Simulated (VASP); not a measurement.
# Mg (P6/mmm) in VASP: a series of runs

Mg is run at these levels: PBE; tasks: single point, relaxation of shape and atoms at fixed volume.

All numbers are computed with VASP 6.6.1; they aren't measurements. Logs are shortened: lines on timing, memory, paths and dates and some standing lists are left out, and cuts for length are marked.

## Step 1: The cell of the first run

The structure is hexagonal, space group P6/mmm (No. 191). The conventional cell has a = 4.828 Å, b = 4.828 Å, c = 2.908 Å, α = 90.00°, β = 90.00°, γ = 120.00°. Mg (site symmetry 6/mmm) has 14 Mg at 2.91 to 3.14 Å within 3.8 Å. Mg (site symmetry -6m2) has 11 Mg at 2.79 to 3.14 Å within 3.7 Å.

## Step 2: Single point, PBE (volume scaled by 0.84)

Input file INCAR:

```
PREC = Accurate
ENCUT = 520
EDIFF = 1E-7
ISMEAR = -1
SIGMA = 0.08
LREAL = False
LASPH = True
NELM = 100
ALGO = Normal
ISIF = 2
LWAVE = False
LCHARG = False
GGA = PE
NBANDS = 10
```

Input file KPOINTS:

```
regular mesh
0
Gamma
  7 7 10
```

Input file POSCAR:

```
Mg
1.0
    4.8279476025      0.0000000000      0.0000000000
   -2.4139738012      4.1811252719      0.0000000000
    0.0000000000      0.0000000000      2.9075084444
Mg
3
Direct
    0.0000000000      0.0000000000      0.0000000000
    0.3333333333      0.6666666667      0.5000000000
    0.6666666667      0.3333333333      0.5000000000
```

Potentials or basis: VASP PAW PBE potentials, release 64 (Mg).

The run is started by

```sh
> cat potpaw_PBE.64/Mg/POTCAR > POTCAR
> mpirun -np 1 vasp_std > vasp.out
```

OUTCAR:

```text
PREC = Accurate
   ENCUT = 520
   EDIFF = 1E-7
   ISMEAR = -1
   LREAL = False
   LASPH = True
   NELM = 100
   ISIF = 2
   GGA = PE

 ion  position               nearest neighbor table
   1  0.000  0.000  0.000-   2 3.14   3 3.14   2 3.14   3 3.14   2 3.14   2 3.14   3 3.14   3 3.14
                             3 3.14   3 3.14   2 3.14   2 3.14
   2  0.333  0.667  0.500-   3 2.79   3 2.79   3 2.79   1 3.14   1 3.14   1 3.14   1 3.14   1 3.14
                             1 3.14
   3  0.667  0.333  0.500-   2 2.79   2 2.79   2 2.79   1 3.14   1 3.14   1 3.14   1 3.14   1 3.14
                             1 3.14

  LATTYP: Found a hexagonal cell.
 ALAT       =     4.8279476025
 C/A-ratio  =     0.6022245235

  Lattice vectors:

 A1 = (   4.8279476025,   0.0000000000,   0.0000000000)
 A2 = (  -2.4139738012,   4.1811252719,   0.0000000000)
 A3 = (   0.0000000000,   0.0000000000,   2.9075084444)

Analysis of symmetry for initial positions (statically):
=====================================================================
 Subroutine PRICEL returns:
 Original cell was already a primitive cell.

 Routine SETGRP: Setting up the symmetry group for a
 hexagonal supercell.

 Subroutine GETGRP returns: Found 24 space group operations
 (whereof 24 operations were pure point group operations)
 out of a pool of 24 trial point group operations.

The static configuration has the point symmetry D_6h.

Analysis of symmetry for dynamics (positions and initial velocities):
=====================================================================
 Subroutine PRICEL returns:
 Original cell was already a primitive cell.

 Routine SETGRP: Setting up the symmetry group for a
 hexagonal supercell.

 Subroutine GETGRP returns: Found 24 space group operations
 (whereof 24 operations were pure point group operations)
 out of a pool of 24 trial point group operations.

The dynamic configuration has the point symmetry D_6h.

 Subroutine INISYM returns: Found 24 space group operations
 (whereof 24 operations are pure point group operations),
 and found     1 'primitive' translations

----------------------------------------------------------------------------------------

                                     Primitive cell

  volume of cell :      58.6917

  direct lattice vectors                    reciprocal lattice vectors
     4.827947603  0.000000000  0.000000000     0.207127351  0.119585032  0.000000000
    -2.413973801  4.181125272  0.000000000     0.000000000  0.239170064  0.000000000
     0.000000000  0.000000000  2.907508444     0.000000000  0.000000000  0.343937092

  length of vectors
     4.827947603  4.827947602  2.907508444     0.239170064  0.239170064  0.343937092

  position of ions in fractional coordinates (direct lattice)
     0.000000000  0.000000000  0.000000000
     0.333333333  0.666666667  0.500000000
     0.666666667  0.333333333  0.500000000

  ion indices of the primitive-cell ions
   primitive index   ion index
                 1           1
                 2           2
                 3           3

----------------------------------------------------------------------------------------

 KPOINTS: regular mesh

Automatic generation of k-mesh.
 Grid dimensions read from file:
 generate k-points for:    7    7   10

 Generating k-lattice:

  Cartesian coordinates                     Fractional coordinates (reciprocal lattice)
     0.029589622  0.017083576  0.000000000     0.142857143 -0.000000000  0.000000000
     0.000000000  0.034167152  0.000000000     0.000000000  0.142857143  0.000000000
     0.000000000  0.000000000  0.034393709     0.000000000  0.000000000  0.100000000

  Length of vectors
     0.034167152  0.034167152  0.034393709

  Shift w.r.t. Gamma in fractional coordinates (k-lattice)
     0.000000000  0.000000000  0.000000000

 Subroutine IBZKPT returns following result:
 ===========================================

 Found     48 irreducible k-points:

 Following reciprocal coordinates:
            Coordinates               Weight
  0.000000  0.000000  0.000000      1.000000
  0.142857  0.000000  0.000000      6.000000
  0.285714  0.000000  0.000000      6.000000
  0.428571  0.000000  0.000000      6.000000
  0.142857  0.142857  0.000000      6.000000
  0.285714  0.142857  0.000000     12.000000
[... 16 lines left out ...]
  0.428571  0.142857  0.200000     12.000000
  0.285714  0.285714  0.200000     12.000000
 [... further k-points ...]
   k-points           NKPTS =     48   k-points in BZ     NKDIM =     48   number of bands    NBANDS=     10
   number of dos      NEDOS =    301   number of ions     NIONS =      3
   total plane-waves  NPLWV =  31104
   dimension x,y,z NGX =    36 NGY =   36 NGZ =   24
   dimension x,y,z NGXF=    72 NGYF=   72 NGZF=   48
   ions per type =               3
   NGX,Y,Z   is equivalent  to a cutoff of  12.40, 12.40, 13.72 a.u.
   NGXF,Y,Z  is equivalent  to a cutoff of  24.79, 24.79, 27.45 a.u.
 SYSTEM =  unknown system
   PREC   = accura    normal or accurate (medium, high low for compatibility)
   ISTART =      0    job   : 0-new  1-cont  2-samecut
   ICHARG =      2    charge: 1-file 2-atom 10-const
   ISPIN  =      1    spin polarized calculation?
   LNONCOLLINEAR =      F non collinear calculations
   LSORBIT =      F    spin-orbit coupling
   LASPH  =      T    aspherical Exc in radial PAW
   ENCUT  =  520.0 eV  38.22 Ry    6.18 a.u.   8.98  8.98  5.41*2*pi/ulx,y,z
   NELM   =    100;   NELMIN=  2; NELMDL= -5     # of ELM steps
   EDIFF  = 0.1E-06   stopping-criterion for ELM
   LREAL  =      F    real-space projection
   EDIFFG = 0.1E-05   stopping-criterion for IOM
   NSW    =      0    number of steps for IOM
   IBRION =     -1    ionic relax: 0-MD 1-quasi-New 2-CG
   NFREE  =      0    steps in history (QN), initial steepest desc. (CG)
   ISIF   =      2    stress and relaxation
   ISYM   =      2    0-nonsym 1-usesym 2-fastsym
   POTIM  = 0.5000    time-step for ionic-motion
   TEBEG  =    0.0;   TEEND  =   0.0 temperature during run
   PSTRESS=    0.0 pullay stress
   NELECT =       6.0000    total number of electrons
   NUPDOWN=      -1.0000    fix difference up-down
   EMIN   =  10.00;   EMAX   =-10.00  energy-range for DOS
   EFERMI =   0.00;   METHOD = LEGACY
   ISMEAR =    -1;   SIGMA  =   0.08  broadening in eV -4-tet -1-fermi 0-gaus
   EFERMI_NEDOS =   21; number of points for ismear=-14 and -15
   IALGO  =     38    algorithm
   IMIX   =      4    mixing-type and parameters
     AMIX     =   0.40;   BMIX     =  1.00
     AMIX_MAG =   1.60;   BMIX_MAG =  1.00
  volume/ion in A,a.u.               =      19.56       132.02
  Fermi-wavevector in a.u.,A,eV,Ry     =   0.765479  1.446545  7.972434  0.585957
  Thomas-Fermi vector in A             =   1.865608
   LORBIT       =      0    0 simple, 1 ext, 2 COOP (PROOUT), +10 PAW based schemes
   GGA     = PE    functional components
   LHFCALC =     F    Hartree Fock is set to
   AEXX    =    0.0000 exact exchange contribution
   IVDW    =     0    specifies the selected vdW correction
   LEPSILON=     F    determine dielectric tensor
   LRPA    =     F    only Hartree local field effects (RPA)
 non-spin polarized calculation
  energy-cutoff  :      520.00
  volume of cell :       58.69
 maximum number of plane-waves:      1597
 NGX is ok and might be reduce to    36
   NGX = 17   NGY = 17   NGZ = 11

 number of electron       6.0000000 magnetization

 Free energy of the ion-electron system (eV)
  ---------------------------------------------------
  ext. energy  EPLUGINS =         0.00000000
  ---------------------------------------------------
  free energy    TOTEN  =        -4.12294104 eV

  energy without entropy =       -4.09554374  energy(sigma->0) =       -4.10924239

 E-fermi :   3.5645     XC(G=0):  -9.0007

 val. band max:        3.5494625653   @ k =   0.1429   0.0000   0.0000
 cond. band min:       3.5838316987   @ k =   0.2857   0.1429   0.4000
 fundamental gap:      0.0343691335
 Fermi energy:         3.5645034819

 k-point     1 :       0.0000    0.0000    0.0000
  band No.  band energies     occupation
      1      -4.1215      2.00000
      2       3.6636      0.44931
      3       3.6636      0.44930
      4       3.7112      0.27571
      5       3.7112      0.27571
      6       5.2653      0.00000
      7       5.3839      0.00000
      8      12.7271      0.00000
      9      13.0813      0.00000
     10      18.0873      0.00000

 k-point     2 :       0.1429    0.0000    0.0000
  band No.  band energies     occupation
      1      -3.9452      2.00000
      2       1.9529      2.00000
      3       2.7395      1.99993
      4       3.5495      1.09373
      5       4.9561      0.00000
      6       6.2387      0.00000
      7       6.8600      0.00000
      8      12.8651      0.00000
      9      13.1945      0.00000
     10      16.0423      0.00000

 k-point     3 :       0.2857    0.0000    0.0000
  band No.  band energies     occupation
      1      -3.4187      2.00000
      2       0.1675      2.00000
      3       2.1099      2.00000
      4       2.9495      1.99908
      5       6.5484      0.00000
      6       7.7774      0.00000
      7       9.4099      0.00000
      8      13.1832      0.00000
      9      13.2625      0.00000
     10      13.2797      0.00000
[... 248 lines left out ...]
 k-point    23 :       0.4286    0.1429    0.2000
  band No.  band energies     occupation
      1      -1.1711      2.00000
      2      -1.1644      2.00000
      3       1.1608      2.00000
      4       4.6927      0.00000
      5       8.3539      0.00000
      6       8.8590      0.00000
      7       9.1279      0.00000
      8       9.6390      0.00000
      9      10.8988      0.00000
     10      12.7315      0.00000

 k-point    24 :       0.2857    0.2857    0.2000
  band No.  band energies     occupation
      1      -1.3379      2.00000
      2      -0.1602      2.00000
      3      -0.1516      2.00000
      4       6.6384      0.00000
      5       6.7550      0.00000
      6       8.5412      0.00000
      7       9.1025      0.00000
      8       9.8234      0.00000
      9      10.1264      0.00000
     10      13.6887      0.00000

 [... further k-points ...]

------------------------ aborting loop because EDIFF is reached ----------------------------------------

  FORCE on cell =-STRESS in cart. coord.  units (eV):
  Direction    XX          YY          ZZ          XY          YZ          ZX
  --------------------------------------------------------------------------------------
  -------------------------------------------------------------------------------------
  Total        3.0225289      3.0225289      3.0161484      0.0000000      0.0000000     -0.0000000
  in kB       82.5095722     82.5095722     82.3353959      0.0000000      0.0000000     -0.0000000
  external PRESSURE =      82.4515134 kB  Pullay stress =       0.0000000 kB

 VOLUME and BASIS-vectors are now :
 -----------------------------------------------------------------------------
  energy-cutoff  :      520.00
  volume of cell :       58.69
      direct lattice vectors                 reciprocal lattice vectors
     4.827947603  0.000000000  0.000000000     0.207127351  0.119585032  0.000000000
    -2.413973801  4.181125272  0.000000000     0.000000000  0.239170064  0.000000000
     0.000000000  0.000000000  2.907508444     0.000000000  0.000000000  0.343937092

 POSITION                                       TOTAL-FORCE (eV/Angst)
 -----------------------------------------------------------------------------------
      0.00000      0.00000      0.00000         0.000000      0.000000      0.000000
     -0.00000      2.78742      1.45375        -0.000000      0.000000      0.000000
      2.41397      1.39371      1.45375         0.000000     -0.000000      0.000000
 -----------------------------------------------------------------------------------
    total drift:                               -0.000000      0.000000      0.000000

  FREE ENERGIE OF THE ION-ELECTRON SYSTEM (eV)
  ---------------------------------------------------
  free  energy   TOTEN  =        -4.1229410402 eV

  energy  without entropy=       -4.0955437373  energy(sigma->0) =       -4.10924239
```

It took 15 s on 1 thread of Intel Xeon Platinum 8259CL at 2.50GHz (Skylake/Cascade Lake), shared host; peak memory 0.18 GiB.

What came out:

- Free energy: -4.1229 eV
- Pressure: 8.2 GPa
- Band gap on the k mesh: zero (band 3 reaches 7.37 eV, above the bottom of band 4 at 2.62 eV)

Levels at points of the mesh, in eV from the Fermi level:
```tsv
k point	band 1	band 2	band 3	band 4	band 5	band 6	band 7	band 8
(0.00, 0.00, 0.00)	-7.69	0.10	0.10	0.15	0.15	1.70	1.82	9.16
(0.00, 0.00, 0.50)	-3.41	-3.27	3.81	3.81	3.99	3.99	4.30	4.30
```

(Continued in part 2 of 3.)
